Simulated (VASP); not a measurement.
The system is Zr3SiF2.

```
Zr Si F
1.0
     4.53473    0.00000    0.00000
    -2.26737    3.92719    0.00000
     0.00000    0.00000    5.84495
Zr Si F
3 1 2
Direct
  0.33333 0.66667 0.50000
  0.66667 0.33333 0.50000
  0.00000 0.00000 0.50000
  0.00000 0.00000 0.00000
  0.33333 0.66667 0.00000
  0.66667 0.33333 0.00000
```

The cell was generated, and may not be a known phase.

```yaml
Program: VASP 6.6.1
Task: relaxation of cell and atoms
Functional: PBE
Potentials_or_basis: VASP PAW PBE potentials, release 64 (Zr_sv, Si, F_h)
Cutoff: 1350 eV
k_mesh: 6 × 6 × 4
Occupations: gaussian, width 0.1 eV
Spin: no spin polarisation
```

At the start: pressure 9.8 GPa; volume 17.35 Å³/atom.

Question: Where does the relaxation end?

Answer: Over 9 steps the energy falls by 757.9 meV/atom and the volume is 19.67 Å³/atom (+13.4 %); space group P6/mmm (No. 191, to 0.1 Å) before and after.

Step by step:
| step | energy change (eV) | largest force (eV/Å) | pressure (GPa) | volume (Å³) |
| --- | --- | --- | --- | --- |
| 1 | 0.0000 | 0.0000 | 9.75 | 104.09 |
| 2 | -3.3915 | 0.0000 | -4.66 | 118.84 |
| 3 | -4.2330 | 0.0000 | -5.97 | 126.00 |
| 4 | -4.3719 | 0.0000 | -5.16 | 128.74 |
| 5 | -4.2163 | 0.0000 | 6.00 | 116.26 |
| 6 | -4.5058 | 0.0000 | -1.34 | 123.47 |
| 7 | -4.5061 | 0.0000 | -1.17 | 123.27 |
| 8 | -4.5377 | 0.0000 | -0.67 | 120.64 |
| 9 | -4.5477 | 0.0000 | -0.01 | 118.02 |

Final structure:
```
CELL_PARAMETERS angstrom
5.40893 0.00000 0.00000
-2.70446 4.68427 0.00000
0.00000 0.00000 4.65793
ATOMIC_POSITIONS crystal
Zr 0.33333 0.66667 0.50000
Zr 0.66667 0.33333 0.50000
Zr 0.00000 0.00000 0.50000
Si 0.00000 0.00000 0.00000
F 0.33333 0.66667 0.00000
F 0.66667 0.33333 0.00000
```

Caveat: a cell axis changed by over 15 % at a fixed basis, so the end point is rough.
